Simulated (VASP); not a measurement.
# SnO (Pmmn) in VASP: a series of runs

SnO is run at these levels: PBEsol; tasks: single point.

Everything below comes from runs of VASP 6.6.1. Logs are shortened: lines on timing, memory, paths and dates and some standing lists are left out, and cuts for length are marked.

### 1 The cell of the first run

The structure is orthorhombic, space group Pmmn (No. 59). Conventional cell: a = 3.232 Å, b = 4.372 Å, c = 4.836 Å, α = 90.00°, β = 90.00°, γ = 90.00°. Sn (site symmetry mm2) has 4 O at 1.99 to 2.47 Å within 2.6 Å. Within 2.6 Å of O (site symmetry mm2) lie 4 Sn at 1.99 to 2.47 Å.

### 2 Single point, PBEsol (strain -0.1500 x Voigt [1, -1, 0, 0, 0, 0])

The input, INCAR:

```
SYSTEM = SnO
ALGO = Fast
EDIFF = 1E-7
ENCUT = 520
GGA = PS
ISIF = 2
ISMEAR = 0
LASPH = .True.
LCHARG = .True.
LELF = .True.
LREAL = .False.
LVHAR = .True.
LWAVE = .False.
NBANDS = 28
NELM = 100
PREC = Accurate
SIGMA = 0.15
```

The input, KPOINTS:

```
k-points
0
Gamma
  12 12 10
  0 0 0
```

The input, POSCAR:

```
SnO
1.0
    3.2317000000      0.0000000000      0.0000000000
    0.0000000000      4.3723000000      0.0000000000
    0.0000000000      0.0000000000      4.8360000000
Sn O
2 2
Direct
    0.0000000000      0.5000000000      0.2385000000
    0.5000000000      0.0000000000      0.7615000000
    0.0000000000      0.0000000000      0.0000000000
    0.5000000000      0.5000000000      0.0000000000
```

Potentials or basis: VASP PAW PBE potentials, release 64 (Sn_d, O).

On the command line:

```console
> cat potpaw_PBE.64/Sn_d/POTCAR potpaw_PBE.64/O/POTCAR > POTCAR
> mpirun -np 1 vasp_std > vasp.out
```

OUTCAR:

```text
SYSTEM = SnO
   EDIFF = 1E-7
   ENCUT = 520
   GGA = PS
   ISIF = 2
   ISMEAR = 0
   LASPH = .True.
   LREAL = .False.
   NELM = 100
   PREC = Accurate

 ion  position               nearest neighbor table
   1  0.000  0.500  0.239-   4 1.99   4 1.99   3 2.47   3 2.47   2 3.57   2 3.57   2 3.57   2 3.57
                             2 3.71   2 3.71   2 3.71   2 3.71
   2  0.500  0.000  0.761-   3 1.99   3 1.99   4 2.47   4 2.47   1 3.57   1 3.57   1 3.57   1 3.57
                             1 3.71   1 3.71   1 3.71   1 3.71
   3  0.000  0.000  0.000-   2 1.99   2 1.99   1 2.47   1 2.47
   4  0.500  0.500  0.000-   1 1.99   1 1.99   2 2.47   2 2.47

  LATTYP: Found a simple orthorhombic cell.
 ALAT       =     3.2317000000
 B/A-ratio  =     1.3529411765
 C/A-ratio  =     1.4964260296

  Lattice vectors:

 A1 = (   3.2317000000,   0.0000000000,   0.0000000000)
 A2 = (   0.0000000000,   4.3723000000,   0.0000000000)
 A3 = (   0.0000000000,   0.0000000000,   4.8360000000)

Analysis of symmetry for initial positions (statically):
=====================================================================
 Subroutine PRICEL returns:
 Original cell was already a primitive cell.

 Routine SETGRP: Setting up the symmetry group for a
 simple orthorhombic supercell.

 Subroutine GETGRP returns: Found  8 space group operations
 (whereof  4 operations were pure point group operations)
 out of a pool of  8 trial point group operations.

The static configuration has the point symmetry C_2v.
 The point group associated with its full space group is D_2h.

Analysis of symmetry for dynamics (positions and initial velocities):
=====================================================================
 Subroutine PRICEL returns:
 Original cell was already a primitive cell.

 Routine SETGRP: Setting up the symmetry group for a
 simple orthorhombic supercell.

 Subroutine GETGRP returns: Found  8 space group operations
 (whereof  4 operations were pure point group operations)
 out of a pool of  8 trial point group operations.

The dynamic configuration has the point symmetry C_2v.
 The point group associated with its full space group is D_2h.

 Subroutine INISYM returns: Found  8 space group operations
 (whereof  4 operations are pure point group operations),
 and found     1 'primitive' translations

----------------------------------------------------------------------------------------

                                     Primitive cell

  volume of cell :      68.3325

  direct lattice vectors                    reciprocal lattice vectors
     3.231700000  0.000000000  0.000000000     0.309434663  0.000000000  0.000000000
     0.000000000  4.372300000  0.000000000     0.000000000  0.228712577  0.000000000
     0.000000000  0.000000000  4.836000000     0.000000000  0.000000000  0.206782465

  length of vectors
     3.231700000  4.372300000  4.836000000     0.309434663  0.228712577  0.206782465

  position of ions in fractional coordinates (direct lattice)
     0.000000000  0.500000000  0.238500000
     0.500000000  0.000000000  0.761500000
     0.000000000  0.000000000  0.000000000
     0.500000000  0.500000000  0.000000000

  ion indices of the primitive-cell ions
   primitive index   ion index
                 1           1
                 2           2
                 3           3
                 4           4

----------------------------------------------------------------------------------------

 KPOINTS: k-points

Automatic generation of k-mesh.
 Grid dimensions read from file:
 generate k-points for:   12   12   10

 Generating k-lattice:

  Cartesian coordinates                     Fractional coordinates (reciprocal lattice)
     0.025786222  0.000000000  0.000000000     0.083333333  0.000000000  0.000000000
     0.000000000  0.019059381  0.000000000     0.000000000  0.083333333  0.000000000
     0.000000000  0.000000000  0.020678246     0.000000000  0.000000000  0.100000000

  Length of vectors
     0.025786222  0.019059381  0.020678246

  Shift w.r.t. Gamma in fractional coordinates (k-lattice)
     0.000000000  0.000000000  0.000000000

 Subroutine IBZKPT returns following result:
 ===========================================

 Found    294 irreducible k-points:

 Following reciprocal coordinates:
            Coordinates               Weight
  0.000000  0.000000  0.000000      1.000000
  0.083333  0.000000  0.000000      2.000000
  0.166667  0.000000  0.000000      2.000000
  0.250000  0.000000  0.000000      2.000000
  0.333333  0.000000  0.000000      2.000000
  0.416667  0.000000  0.000000      2.000000
[... 16 lines left out ...]
  0.083333  0.250000  0.000000      4.000000
  0.166667  0.250000  0.000000      4.000000
 [... further k-points ...]
   k-points           NKPTS =    294   k-points in BZ     NKDIM =    294   number of bands    NBANDS=     28
   number of dos      NEDOS =    301   number of ions     NIONS =      4
   total plane-waves  NPLWV =  31104
[... 63 lines left out ...]

 E-fermi :   7.4812     XC(G=0): -10.5767

 val. band max:        7.4568368852   @ k =   0.2500   0.0000   0.0000
 cond. band min:       7.5711466902   @ k =   0.5000   0.5000   0.1000
 fundamental gap:      0.1143098050
 Fermi energy:         7.4811787707

 k-point     1 :       0.0000    0.0000    0.0000
  band No.  band energies     occupation
      1     -15.0609      2.00000
      2     -14.8659      2.00000
      3     -14.2573      2.00000
      4     -14.2557      2.00000
      5     -14.1780      2.00000
      6     -14.1746      2.00000
[... 20 lines left out ...]
     27      16.2307      0.00000
     28      17.3002      0.00000

 k-point     2 :       0.0833    0.0000    0.0000
  band No.  band energies     occupation
      1     -15.0567      2.00000
      2     -14.8668      2.00000
      3     -14.2648      2.00000
      4     -14.2529      2.00000
      5     -14.2087      2.00000
      6     -14.1835      2.00000
[... 20 lines left out ...]
     27      15.4818      0.00000
     28      18.5615      0.00000

 k-point     3 :       0.1667    0.0000    0.0000
  band No.  band energies     occupation
      1     -15.0517      2.00000
      2     -14.8852      2.00000
      3     -14.2779      2.00000
      4     -14.2599      2.00000
      5     -14.2457      2.00000
      6     -14.1987      2.00000
[... 20 lines left out ...]
     27      14.2074      0.00000
     28      18.4787      0.00000

 k-point     4 :       0.2500    0.0000    0.0000
  band No.  band energies     occupation
      1     -15.0600      2.00000
      2     -14.9405      2.00000
      3     -14.2803      2.00000
      4     -14.2693      2.00000
      5     -14.2387      2.00000
      6     -14.2190      2.00000
[... 20 lines left out ...]
     27      13.9051      0.00000
     28      17.3213      0.00000

 k-point     5 :       0.3333    0.0000    0.0000
  band No.  band energies     occupation
      1     -15.0826      2.00000
      2     -15.0142      2.00000
      3     -14.2685      2.00000
      4     -14.2512      2.00000
      5     -14.2409      2.00000
      6     -14.2389      2.00000
[... 20 lines left out ...]
     27      14.7081      0.00000
     28      16.5314      0.00000

 k-point     6 :       0.4167    0.0000    0.0000
  band No.  band energies     occupation
      1     -15.1039      2.00000
      2     -15.0745      2.00000
      3     -14.2528      2.00000
      4     -14.2520      2.00000
      5     -14.2510      2.00000
      6     -14.2386      2.00000
[... 463 lines left out ...]
      5     -14.2376      2.00000
      6     -14.2376      2.00000
[... 20 lines left out ...]
     27      15.1717      0.00000
     28      15.1717      0.00000

 k-point    22 :       0.0000    0.2500    0.0000
  band No.  band energies     occupation
      1     -15.0402      2.00000
      2     -14.9054      2.00000
      3     -14.2472      2.00000
      4     -14.2381      2.00000
      5     -14.1959      2.00000
      6     -14.1628      2.00000
[... 20 lines left out ...]
     27      16.2607      0.00000
     28      17.6350      0.00000

 k-point    23 :       0.0833    0.2500    0.0000
  band No.  band energies     occupation
      1     -15.0370      2.00000
      2     -14.9058      2.00000
      3     -14.2647      2.00000
      4     -14.2263      2.00000
      5     -14.2235      2.00000
      6     -14.1761      2.00000
[... 20 lines left out ...]
     27      15.6800      0.00000
     28      18.1430      0.00000

 k-point    24 :       0.1667    0.2500    0.0000
  band No.  band energies     occupation
      1     -15.0354      2.00000
      2     -14.9208      2.00000
      3     -14.2821      2.00000
      4     -14.2636      2.00000
      5     -14.2176      2.00000
      6     -14.1948      2.00000
[... 20 lines left out ...]
     27      14.7178      0.00000
     28      16.8382      0.00000

 [... further k-points ...]

------------------------ aborting loop because EDIFF is reached ----------------------------------------

  FORCE on cell =-STRESS in cart. coord.  units (eV):
  Direction    XX          YY          ZZ          XY          YZ          ZX
  --------------------------------------------------------------------------------------
  -------------------------------------------------------------------------------------
  Total       11.2761001     -1.2946499      4.7098874      0.0000000      0.0000000      0.0000000
  in kB      264.3882928    -30.3553769    110.4317161      0.0000000      0.0000000      0.0000000
  external PRESSURE =     114.8215440 kB  Pullay stress =       0.0000000 kB

 VOLUME and BASIS-vectors are now :
 -----------------------------------------------------------------------------
  energy-cutoff  :      520.00
  volume of cell :       68.33
      direct lattice vectors                 reciprocal lattice vectors
     3.231700000  0.000000000  0.000000000     0.309434663  0.000000000  0.000000000
     0.000000000  4.372300000  0.000000000     0.000000000  0.228712577  0.000000000
     0.000000000  0.000000000  4.836000000     0.000000000  0.000000000  0.206782465

 POSITION                                       TOTAL-FORCE (eV/Angst)
 -----------------------------------------------------------------------------------
      0.00000      2.18615      1.15339         0.000000      0.000000      2.318530
      1.61585      0.00000      3.68261         0.000000      0.000000     -2.318530
      0.00000      0.00000      0.00000         0.000000      0.000000      2.667482
      1.61585      2.18615      0.00000         0.000000      0.000000     -2.667482
 -----------------------------------------------------------------------------------
    total drift:                                0.000000     -0.000000      0.000000

  FREE ENERGIE OF THE ION-ELECTRON SYSTEM (eV)
  ---------------------------------------------------
  free  energy   TOTEN  =       -23.3325900727 eV

  energy  without entropy=      -23.3316496814  energy(sigma->0) =      -23.33211988
```

Run time: 14 min. Hardware: 1 thread of Oxide Virtual Turin-like, shared host; peak memory 0.49 GiB.

Results:

| Quantity | Value |
| --- | --- |
| Free energy | -23.3326 eV |
| Pressure | 11.5 GPa |
| Largest force | 2.667 eV/Å |
| Band gap on the k mesh | zero (bands 20 and 21 overlap by 0.02 eV) |

Forces in eV/Å, atoms in the order of the input:
```
Sn   0.000  0.000  2.319
Sn   0.000  0.000 -2.319
O    0.000  0.000  2.667
O    0.000  0.000 -2.667
```

Levels at points of the mesh, in eV from the Fermi level:
| k point | band 17 | band 18 | band 19 | band 20 | band 21 | band 22 | band 23 | band 24 |
| --- | --- | --- | --- | --- | --- | --- | --- | --- |
| (0.00, 0.00, 0.00) | -4.21 | -4.11 | -2.92 | -0.36 | 2.44 | 2.50 | 3.20 | 4.43 |
| (0.50, 0.00, 0.00) | -5.17 | -5.17 | -2.43 | -2.43 | 3.05 | 3.05 | 4.19 | 4.19 |
| (0.00, 0.50, 0.00) | -5.06 | -5.06 | -3.25 | -3.25 | 2.80 | 2.80 | 5.25 | 5.25 |
| (0.50, 0.50, 0.00) | -3.43 | -3.43 | -1.73 | -1.73 | -0.05 | -0.05 | 4.60 | 4.60 |
| (0.00, 0.00, 0.50) | -4.21 | -2.91 | -2.62 | -2.47 | 0.29 | 2.53 | 3.14 | 6.25 |
| (0.50, 0.00, 0.50) | -5.14 | -5.14 | -1.97 | -1.97 | 2.99 | 2.99 | 3.81 | 3.81 |
| (0.00, 0.50, 0.50) | -5.04 | -5.04 | -2.03 | -2.03 | 1.81 | 1.81 | 5.74 | 5.74 |
| (0.50, 0.50, 0.50) | -3.45 | -3.45 | -2.48 | -2.48 | 2.12 | 2.12 | 3.46 | 3.46 |

Caveat: the cell differs from its parent crystal (strain -0.1500 x Voigt [1, -1, 0, 0, 0, 0]); the stress differs along the axes, from -3 to 26 GPa; semilocal functionals underestimate gaps, and a narrow one can read as zero; the PAW data sets were made with another functional, which shifts forces and pressure a little; spin-orbit coupling is left out, which moves the levels of the heavy elements.

### 3 Single point, PBEsol (strain +0.1312 x Voigt [1, -1, 0, 0, 0, 0])

The input, INCAR:

```
SYSTEM = SnO
PREC     = Accurate       ! precision mode
ENCUT    = 520            ! plane-wave cutoff, eV
EDIFF    = 1E-6           ! SCF threshold, eV
ISMEAR   = 0              ! smearing method
SIGMA    = 0.15           ! smearing width, eV
LREAL    = .False.        ! projectors in reciprocal space
LASPH    = .True.         ! aspherical terms in the spheres
NELM     = 60             ! most SCF steps
ALGO     = Fast           ! electronic algorithm
ISIF     = 2              ! what is computed and relaxed
LWAVE    = .False.        ! write WAVECAR
LCHARG   = .False.        ! write CHGCAR
GGA      = PS             ! functional
NBANDS   = 28             ! bands
```

The input, KPOINTS:

```
Automatic mesh
0
Gamma
  12 12 10
  0 0 0
```

Changes to POSCAR since step 2:

```diff
@@ -2,4 +2,4 @@
 1.0
-    3.2317000000      0.0000000000      0.0000000000
-    0.0000000000      4.3723000000      0.0000000000
+    4.3008224000      0.0000000000      0.0000000000
+    0.0000000000      3.3031776000      0.0000000000
     0.0000000000      0.0000000000      4.8360000000
```

Potentials or basis: VASP PAW PBE potentials, release 64 (Sn_d, O).

On the command line:

```console
> cat potpaw_PBE.64/Sn_d/POTCAR potpaw_PBE.64/O/POTCAR > POTCAR
> mpirun -np 1 vasp_std > vasp.out
```

Wall time 13 min (1 thread of Oxide Virtual Turin-like, shared host); peak memory 0.49 GiB.

The run converged. Its results:

| Item | Value |
| --- | --- |
| Free energy | -23.5749 eV |
| Pressure | 8.4 GPa |
| Largest force | 2.197 eV/Å |
| Band gap on the k mesh | zero (bands 20 and 21 overlap by 0.04 eV) |

Forces on the atoms (eV/Å):
```
Sn   0.000  0.000  1.779
Sn   0.000  0.000 -1.779
O    0.000  0.000 -2.197
O    0.000  0.000  2.197
```

Stress tensor (GPa, compression positive):
```
-3.35  0.00  0.00
 0.00 20.58  0.00
 0.00  0.00  8.08
```

Levels at points of the mesh, in eV from the Fermi level:
| k point | band 17 | band 18 | band 19 | band 20 | band 21 | band 22 | band 23 | band 24 |
| --- | --- | --- | --- | --- | --- | --- | --- | --- |
| (0.00, 0.00, 0.00) | -4.12 | -4.01 | -2.90 | -0.28 | 2.36 | 2.67 | 3.46 | 4.30 |
| (0.50, 0.00, 0.00) | -5.07 | -5.07 | -3.18 | -3.18 | 2.82 | 2.82 | 5.25 | 5.25 |
| (0.00, 0.50, 0.00) | -5.14 | -5.14 | -2.51 | -2.51 | 3.06 | 3.06 | 4.34 | 4.34 |
| (0.50, 0.50, 0.00) | -3.27 | -3.27 | -1.80 | -1.80 | -0.07 | -0.07 | 4.51 | 4.51 |
| (0.00, 0.00, 0.50) | -4.13 | -2.90 | -2.56 | -2.54 | 0.55 | 2.27 | 3.20 | 5.77 |
| (0.50, 0.00, 0.50) | -5.04 | -5.04 | -1.98 | -1.98 | 1.86 | 1.86 | 5.77 | 5.77 |
| (0.00, 0.50, 0.50) | -5.10 | -5.10 | -1.99 | -1.99 | 2.94 | 2.94 | 3.93 | 3.93 |
| (0.50, 0.50, 0.50) | -3.30 | -3.30 | -2.55 | -2.55 | 2.13 | 2.13 | 3.53 | 3.53 |

Caveat: the cell differs from its parent crystal (strain +0.1312 x Voigt [1, -1, 0, 0, 0, 0]); the stress differs along the axes, from -3 to 21 GPa; semilocal functionals underestimate gaps, and a narrow one can read as zero; the PAW data sets were made with another functional, which shifts forces and pressure a little; spin-orbit coupling is left out, which moves the levels of the heavy elements.

### 4 Single point, PBEsol (strain +0.1125 x Voigt [1, -1, 0, 0, 0, 0])

The input, INCAR:

```
SYSTEM = SnO
PREC = Accurate
ENCUT = 520
EDIFF = 1E-6
ISMEAR = 0
SIGMA = 0.15
LREAL = .FALSE.
LASPH = .TRUE.
NELM = 60
ALGO = Fast
ISIF = 2
LWAVE = .FALSE.
LCHARG = .FALSE.
GGA = PS
NBANDS = 28
```

The input, KPOINTS:

```
Automatic mesh
0
G
  12 12 10
  0 0 0
```

Changes to POSCAR since step 3:

```diff
@@ -2,4 +2,4 @@
 1.0
-    4.3008224000      0.0000000000      0.0000000000
-    0.0000000000      3.3031776000      0.0000000000
+    4.2297250000      0.0000000000      0.0000000000
+    0.0000000000      3.3742750000      0.0000000000
     0.0000000000      0.0000000000      4.8360000000
```

On the command line:

```console
> cat potpaw_PBE.64/Sn_d/POTCAR potpaw_PBE.64/O/POTCAR > POTCAR
> mpirun -np 1 vasp_std > vasp.out
```

It took 12 min on 1 thread of Oxide Virtual Turin-like, shared host; peak memory 0.49 GiB.

The run converged. Its results:

- Free energy: -23.7655 eV
- Pressure: 6.2 GPa
- Largest force: 1.787 eV/Å
- Band gap on the k mesh: zero (bands 20 and 21 overlap by 0.08 eV)

Forces on the atoms (eV/Å):
```
Sn   0.000  0.000  1.329
Sn   0.000  0.000 -1.329
O    0.000  0.000 -1.787
O    0.000  0.000  1.787
```

Stress tensor (GPa, compression positive):
```
-3.22  0.00  0.00
 0.00 15.95  0.00
 0.00  0.00  5.91
```

Levels at points of the mesh, in eV from the Fermi level:
```csv
k point,band 16,band 17,band 18,band 19,band 20,band 21,band 22,band 23,band 24,band 25
"(0.00, 0.00, 0.00)",-5.99,-4.02,-3.92,-2.90,-0.22,2.24,2.90,3.72,4.21,5.73
"(0.50, 0.00, 0.00)",-5.46,-5.07,-5.07,-3.12,-3.12,2.84,2.84,5.28,5.28,7.64
"(0.00, 0.50, 0.00)",-5.47,-5.11,-5.11,-2.59,-2.59,3.07,3.07,4.50,4.50,6.87
"(0.50, 0.50, 0.00)",-5.58,-3.13,-3.13,-1.86,-1.86,-0.09,-0.09,4.44,4.44,6.60
"(0.00, 0.00, 0.50)",-4.69,-4.03,-2.90,-2.64,-2.51,0.83,2.05,3.27,5.26,6.67
"(0.50, 0.00, 0.50)",-5.59,-5.04,-5.04,-1.93,-1.93,1.92,1.92,5.83,5.83,7.18
"(0.00, 0.50, 0.50)",-5.97,-5.07,-5.07,-1.99,-1.99,2.88,2.88,4.07,4.07,7.03
"(0.50, 0.50, 0.50)",-6.01,-3.16,-3.16,-2.61,-2.61,2.13,2.13,3.61,3.61,5.82
```

Caveat: the cell differs from its parent crystal (strain +0.1125 x Voigt [1, -1, 0, 0, 0, 0]); the stress differs along the axes, from -3 to 16 GPa; semilocal functionals underestimate gaps, and a narrow one can read as zero; the PAW data sets were made with another functional, which shifts forces and pressure a little; spin-orbit coupling is left out, which moves the levels of the heavy elements.

### 5 Overview

```csv
cell,further INCAR settings,gap on the mesh (eV),pressure (GPa),largest force (eV/Å)
"a = 3.232, b = 4.372, c = 4.836 Å, 4 atoms",ALGO = Fast; EDIFF = 1e-07; NBANDS = 28,none,11.5,2.67
"a = 4.301, b = 3.303, c = 4.836 Å, 4 atoms",ALGO = Fast; EDIFF = 1e-06; NBANDS = 28,none,8.4,2.20
"a = 4.230, b = 3.374, c = 4.836 Å, 4 atoms",ALGO = Fast; EDIFF = 1e-06; NBANDS = 28,none,6.2,1.79
```

Alike in all rows: task single point; level PBEsol; potentials or basis VASP PAW PBE potentials, release 64 (Sn_d, O); no spin polarisation; k mesh 12 × 12 × 10; cutoff (eV) 520; smearing gaussian 0.15 eV.

Caveats: semilocal functionals underestimate gaps, and a narrow one can read as zero; the PAW data sets were made with another functional, which shifts forces and pressure a little; spin-orbit coupling is left out, which moves the levels of the heavy elements; the stress differs along the axes, from -3 to 26 GPa (at least some runs); the stress differs along the axes, from -3 to 21 GPa (at least some runs); the stress differs along the axes, from -3 to 16 GPa (at least some runs).

Total energies depend on the potentials used, so only differences within one code and one set of settings carry meaning.

The gap in the log of VASP goes by the Fermi energy; the results here count the filled bands.